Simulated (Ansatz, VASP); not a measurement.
## Al in VASP and in Ansatz

```
Al
1.0
     2.65680    0.00000    0.00000
    -1.32840    2.30086    0.00000
     0.00000    0.00000   10.43870
Al
4
Direct
  0.00000 0.00000 0.00000
  0.33333 0.66667 0.25000
  0.00000 0.00000 0.50000
  0.66667 0.33333 0.75000
```

Alike in both runs: task single point; functional PBE; dispersion D3(BJ); k mesh 18 × 18 × 4; occupations gaussian, width 0.15 eV; no spin polarisation.

```csv
,VASP,Ansatz
version,VASP 6.6.1,Ansatz 0.2.0
potentials or method,"VASP PAW PBE potentials, release 64 (Al), cutoff 520 eV","scalar-relativistic, plane waves, PAW"
valence electrons in the cell,12,12
```

Ansatz gave:

* gap on the k mesh at the Fermi level (eV): none
* pressure (GPa): 3.6
* traceless stress, the component that is largest in VASP (GPa): -11.59

Task: Estimate VASP's values.

Result: gap on the k mesh at the Fermi level (eV): none; pressure (GPa): 3.6; traceless stress, the component that is largest in VASP (GPa): -11.60.

A gap of «none» marks a metal or a gap that the smearing closes.
